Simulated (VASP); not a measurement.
# MgO (Periclase) (Fm-3m) in VASP: a series of runs

Runs on MgO (Periclase). Level: PBE. Tasks: single point.

Everything below comes from runs of VASP 6.6.1. Logs are shortened: lines on timing, memory, paths and dates and some standing lists are left out, and cuts for length are marked.

**Experimental background.**

From “Electronic structure of alkaline earth and post-transition metal oxides”, 2009, arxiv:0908.1581, for a bulk crystal of MgO: band gap 7.83 eV.

How close the calculation comes is told below.

### Step 1. The cell of the first run

The structure is cubic, space group Fm-3m (No. 225). The conventional cell has a = 4.254 Å, b = 4.254 Å, c = 4.254 Å, α = 90.00°, β = 90.00°, γ = 90.00°. Mg (site symmetry m-3m) has 6 O at 2.13 Å within 2.8 Å. Within 2.8 Å of O (site symmetry m-3m) lie 6 Mg at 2.13 Å.

### Step 2. Single point, PBE

INCAR reads:

```
SYSTEM = MgO
PREC = Accurate
ENCUT = 520
EDIFF = 1E-7
ISMEAR = 0
SIGMA = 0.01
LREAL = .False.
LASPH = .True.
NELM = 80
ALGO = Normal
ISIF = 2
LWAVE = .False.
LCHARG = .False.
GGA = PE
NBANDS = 11
```

KPOINTS reads:

```
Automatic mesh
0
Gamma
  9 9 9
  0 0 0
```

POSCAR reads:

```
MgO
1.0
    0.0000000000      2.1268539488      2.1268539488
    2.1268539488      0.0000000000      2.1268539488
    2.1268539488      2.1268539488      0.0000000000
Mg O
1 1
Direct
    0.0000000000      0.0000000000      0.0000000000
    0.5000000000      0.5000000000      0.5000000000
```

Potentials or basis: VASP PAW PBE potentials, release 64 (Mg, O).

Run with:

```bash
$ cat potpaw_PBE.64/Mg/POTCAR potpaw_PBE.64/O/POTCAR > POTCAR
$ mpirun -np 1 vasp_std > vasp.out
```

OUTCAR:

```text
SYSTEM = MgO
   PREC = Accurate
   ENCUT = 520
   EDIFF = 1E-7
   ISMEAR = 0
   LREAL = .False.
   LASPH = .True.
   NELM = 80
   ISIF = 2
   GGA = PE

 ion  position               nearest neighbor table
   1  0.000  0.000  0.000-   2 2.13   2 2.13   2 2.13   2 2.13   2 2.13   2 2.13
   2  0.500  0.500  0.500-   1 2.13   1 2.13   1 2.13   1 2.13   1 2.13   1 2.13

  LATTYP: Found a face centered cubic cell.
 ALAT       =     4.2537078976

  Lattice vectors:

 A1 = (   0.0000000000,   2.1268539488,   2.1268539488)
 A2 = (   2.1268539488,   0.0000000000,   2.1268539488)
 A3 = (   2.1268539488,   2.1268539488,   0.0000000000)

Analysis of symmetry for initial positions (statically):
=====================================================================
 Subroutine PRICEL returns:
 Original cell was already a primitive cell.

 Routine SETGRP: Setting up the symmetry group for a
 face centered cubic supercell.

 Subroutine GETGRP returns: Found 48 space group operations
 (whereof 48 operations were pure point group operations)
 out of a pool of 48 trial point group operations.

The static configuration has the point symmetry O_h .

Analysis of symmetry for dynamics (positions and initial velocities):
=====================================================================
 Subroutine PRICEL returns:
 Original cell was already a primitive cell.

 Routine SETGRP: Setting up the symmetry group for a
 face centered cubic supercell.

 Subroutine GETGRP returns: Found 48 space group operations
 (whereof 48 operations were pure point group operations)
 out of a pool of 48 trial point group operations.

The dynamic configuration has the point symmetry O_h .

 Subroutine INISYM returns: Found 48 space group operations
 (whereof 48 operations are pure point group operations),
 and found     1 'primitive' translations

----------------------------------------------------------------------------------------

                                     Primitive cell

  volume of cell :      19.2417

  direct lattice vectors                    reciprocal lattice vectors
     0.000000000  2.126853949  2.126853949    -0.235089015  0.235089015  0.235089015
     2.126853949  0.000000000  2.126853949     0.235089015 -0.235089015  0.235089015
     2.126853949  2.126853949  0.000000000     0.235089015  0.235089015 -0.235089015

  length of vectors
     3.007825700  3.007825700  3.007825700     0.407186118  0.407186118  0.407186118

  position of ions in fractional coordinates (direct lattice)
     0.000000000  0.000000000  0.000000000
[... 81 lines left out ...]
   NSW    =      0    number of steps for IOM
   IBRION =     -1    ionic relax: 0-MD 1-quasi-New 2-CG
   NFREE  =      0    steps in history (QN), initial steepest desc. (CG)
   ISIF   =      2    stress and relaxation
   ISYM   =      2    0-nonsym 1-usesym 2-fastsym
   POTIM  = 0.5000    time-step for ionic-motion
   TEBEG  =    0.0;   TEEND  =   0.0 temperature during run
   PSTRESS=    0.0 pullay stress
   NELECT =       8.0000    total number of electrons
   NUPDOWN=      -1.0000    fix difference up-down
   EMIN   =  10.00;   EMAX   =-10.00  energy-range for DOS
   EFERMI =   0.00;   METHOD = LEGACY
   ISMEAR =     0;   SIGMA  =   0.01  broadening in eV -4-tet -1-fermi 0-gaus
   EFERMI_NEDOS =   21; number of points for ismear=-14 and -15
   IALGO  =     38    algorithm
   IMIX   =      4    mixing-type and parameters
     AMIX     =   0.40;   BMIX     =  1.00
     AMIX_MAG =   1.60;   BMIX_MAG =  1.00
  volume/ion in A,a.u.               =       9.62        64.92
  Fermi-wavevector in a.u.,A,eV,Ry     =   1.221867  2.308993 20.312930  1.492958
  Thomas-Fermi vector in A             =   2.357034
   LORBIT       =      0    0 simple, 1 ext, 2 COOP (PROOUT), +10 PAW based schemes
   GGA     = PE    functional components
   LHFCALC =     F    Hartree Fock is set to
   AEXX    =    0.0000 exact exchange contribution
   IVDW    =     0    specifies the selected vdW correction
   LEPSILON=     F    determine dielectric tensor
   LRPA    =     F    only Hartree local field effects (RPA)
 non-spin polarized calculation
 Gauss-broadening in eV      SIGMA  =   0.01
  energy-cutoff  :      520.00
  volume of cell :       19.24
 maximum number of plane-waves:       534
   NGX = 11   NGY = 11   NGZ = 11

 number of electron       8.0000004 magnetization

 Free energy of the ion-electron system (eV)
  ---------------------------------------------------
  ext. energy  EPLUGINS =         0.00000000
  ---------------------------------------------------
  free energy    TOTEN  =       -11.91168234 eV

  energy without entropy =      -11.91168234  energy(sigma->0) =      -11.91168234

 E-fermi :   3.0212     XC(G=0): -10.9397

 val. band max:        2.9688344292   @ k =   0.0000   0.0000   0.0000
 cond. band min:       7.4134272550   @ k =   0.0000   0.0000   0.0000
 fundamental gap:      4.4445928258
 Fermi energy:         3.0211789515

 k-point     1 :       0.0000    0.0000    0.0000
  band No.  band energies     occupation
      1     -14.1459      2.00000
      2       2.9688      2.00000
      3       2.9688      2.00000
      4       2.9688      2.00000
      5       7.4134      0.00000
      6      18.6011      0.00000
      7      18.6011      0.00000
      8      18.6011      0.00000
      9      22.4409      0.00000
     10      24.1811      0.00000
     11      24.1811      0.00000
[... 309 lines left out ...]
 k-point    24 :       0.4444    0.4444    0.0000
  band No.  band energies     occupation
      1     -12.7330      2.00000
      2      -0.9278      2.00000
      3       1.6946      2.00000
      4       1.6946      2.00000
      5      12.1520      0.00000
      6      12.5982      0.00000
      7      15.7715      0.00000
      8      21.4116      0.00000
      9      21.4116      0.00000
     10      27.9357      0.00000
     11      29.0835      0.00000

 [... further k-points ...]
[... 5 lines left out ...]
  --------------------------------------------------------------------------------------
  -------------------------------------------------------------------------------------
  Total       -0.0867205     -0.0867205     -0.0867205      0.0000000      0.0000000      0.0000000
  in kB       -7.2208648     -7.2208648     -7.2208648      0.0000000      0.0000000      0.0000000
  external PRESSURE =      -7.2208648 kB  Pullay stress =       0.0000000 kB

 VOLUME and BASIS-vectors are now :
 -----------------------------------------------------------------------------
  energy-cutoff  :      520.00
  volume of cell :       19.24
      direct lattice vectors                 reciprocal lattice vectors
     0.000000000  2.126853949  2.126853949    -0.235089015  0.235089015  0.235089015
     2.126853949  0.000000000  2.126853949     0.235089015 -0.235089015  0.235089015
     2.126853949  2.126853949  0.000000000     0.235089015  0.235089015 -0.235089015

 POSITION                                       TOTAL-FORCE (eV/Angst)
 -----------------------------------------------------------------------------------
      0.00000      0.00000      0.00000         0.000000      0.000000      0.000000
      2.12685      2.12685      2.12685        -0.000000     -0.000000     -0.000000
 -----------------------------------------------------------------------------------
    total drift:                               -0.000000     -0.000000      0.000000

  FREE ENERGIE OF THE ION-ELECTRON SYSTEM (eV)
  ---------------------------------------------------
  free  energy   TOTEN  =       -11.9116823367 eV

  energy  without entropy=      -11.9116823367  energy(sigma->0) =      -11.91168234
```

stdout:

```text
POSCAR found type information on POSCAR MgO
 POSCAR found :  2 types and       2 ions
 scaLAPACK will be used
 LDA part: xc-table for (Slater+PW92), standard interpolation
 POSCAR, INCAR and KPOINTS ok, starting setup
 FFT: planning ... GRIDC
 FFT: planning ... GRID_SOFT
 FFT: planning ... GRID
 WAVECAR not read
 entering main loop
```

It took 6.5 s on 1 thread of Intel Xeon Platinum 8488C (Sapphire Rapids), shared host; peak memory 0.14 GiB.

What came out:

```yaml
Free_energy: -11.9117 eV
Pressure: -0.7 GPa
Band_gap_on_the_k_mesh: 4.44 eV, direct
```

### Step 3. Single point, PBE

This run uses another cell than the first one, of 9.37 Å³/atom, 0.974 times its volume.

INCAR reads:

```
ALGO     = Normal         # electronic algorithm
EDIFF    = 1E-6           # SCF threshold, eV
ENCUT    = 520            # plane-wave cutoff, eV
GGA      = PE             # functional
ISIF     = 2              # what is computed and relaxed
ISMEAR   = 0              # smearing method
LASPH    = T              # aspherical terms in the spheres
LCHARG   = T              # write CHGCAR
LELF     = T              # ELF
LREAL    = F              # projectors in reciprocal space
LVHAR    = T            
LWAVE    = F              # write WAVECAR
NBANDS   = 11             # bands
NELM     = 80             # most SCF steps
PREC     = Accurate       # precision mode
SIGMA    = 0.01           # smearing width, eV
```

KPOINTS reads:

```
k-points
0
Gamma
  9 9 9
```

POSCAR reads:

```
MgO
1.0
    0.0000000000      2.1085000000      2.1085000000
    2.1085000000      0.0000000000      2.1085000000
    2.1085000000      2.1085000000      0.0000000000
Mg O
1 1
Direct
    0.0000000000      0.0000000000      0.0000000000
    0.5000000000      0.5000000000      0.5000000000
```

Potentials or basis: VASP PAW PBE potentials, release 64 (Mg, O).

Run with:

```bash
$ cat potpaw_PBE.64/Mg/POTCAR potpaw_PBE.64/O/POTCAR > POTCAR
$ mpirun -np 1 vasp_std > vasp.out
```

Wall time 6.8 s (1 thread of Intel Xeon Platinum 8488C (Sapphire Rapids), shared host); peak memory 0.14 GiB.

The run converged. Its results:

* Free energy: -11.9071 eV
* Pressure: 3.4 GPa
* Band gap on the k mesh: 4.69 eV, direct

Levels at points of the mesh, in eV from the valence-band top:
```tsv
k point	band 1	band 2	band 3	band 4	band 5	band 6	band 7	band 8	band 9
(0.00, 0.00, 0.00)	-17.25	0.00	0.00	0.00	4.69	15.78	15.78	15.78	19.69
```

### Step 4. Comparison with measurements

Step 2. Against the measured gap of MgO, 7.83 eV (quoted in “Electronic structure of alkaline earth and post-transition metal oxides”, 2009, arxiv:0908.1581), the calculated 4.44 eV is off by -3.39 eV. The value is that of PBE, without temperature or zero-point motion. Semilocal functionals fall short of measured gaps as a rule.
